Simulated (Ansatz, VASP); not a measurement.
# TiGe4Mo: VASP beside Ansatz

```
Ti Ge Mo
1.0
     3.33879    0.00000    0.00000
     0.00000    3.33879    0.00000
     0.00000    0.00000    8.49680
Ti Ge Mo
1 4 1
Direct
  0.50000 0.50000 0.50000
  0.00000 0.00000 0.66651
  0.50000 0.50000 0.15993
  0.00000 0.00000 0.33349
  0.50000 0.50000 0.84008
  0.00000 0.00000 0.00000
```

Alike in both runs: task relaxation of cell and atoms; functional PBE; k mesh 12 × 12 × 6; occupations gaussian, width 0.1 eV; no spin polarisation.

|  | VASP | Ansatz |
| --- | --- | --- |
| version | VASP 6.6.1 | Ansatz 0.2.0 |
| potentials or method | VASP PAW PBE potentials, release 64 (Ti_sv, Ge_d, Mo_sv), cutoff 600 eV | scalar-relativistic, plane waves, PAW |
| valence electrons in the cell | 82 | 82 |

```tsv
	VASP	Ansatz	Ansatz less VASP
gap on the k mesh at the Fermi level, each at its own relaxed structure (eV)	none	none	-
relaxed volume (Å³/atom)	15.81	15.79	-0.022
relaxed cell length with the largest relative difference (Å)	8.501	8.497	-0.0040
```

A gap of «none» marks a metal or a gap that the smearing closes.
